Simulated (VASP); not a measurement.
Bi: single point with RPBE

Bi:

```
CELL_PARAMETERS angstrom
3.71133 0.00000 0.00000
-1.85566 3.21410 0.00000
0.00000 0.00000 6.10722
ATOMIC_POSITIONS crystal
Bi 0.33333 0.66667 0.25000
Bi 0.66667 0.33333 0.75000
```

This isn't the form of Bi at room conditions, which is rhombohedral.

| Quantity | Value |
| --- | --- |
| Program | VASP 6.6.1 |
| Task | single point |
| Functional | RPBE |
| Potentials or basis | VASP PAW PBE potentials, release 64 (Bi_d) |
| Cutoff | 520 eV |
| k mesh | 17 × 17 × 9 |
| Occupations | fermi-dirac, width 0.1 eV |
| Spin | no spin polarisation |
| Dipole correction | no |
| Further INCAR settings | ALGO = Normal; EDIFF = 1e-06; NBANDS = 22 |

- Pressure: -4.2 GPa
- Band gap on the k mesh: zero (bands 15 and 16 overlap by 5.22 eV)

Stress tensor (GPa, compression positive):
```
-4.37  0.00  0.00
 0.00 -4.37  0.00
 0.00  0.00 -3.86
```

Levels at points of the mesh, in eV from the Fermi level:
```tsv
k point	band 11	band 12	band 13	band 14	band 15	band 16	band 17	band 18	band 19	band 20
(0.00, 0.00, 0.00)	-12.65	-10.58	-4.44	2.77	2.77	3.92	3.97	3.97	6.29	6.96
```

It took 3.8 min on 1 thread of Intel Xeon 8259CL, on a shared host, peak memory 0.33 GiB.

Caveat: the cell stands under tension; the PAW data sets were made with another functional, which shifts forces and pressure a little; spin-orbit coupling is left out, which moves the levels of the heavy elements.
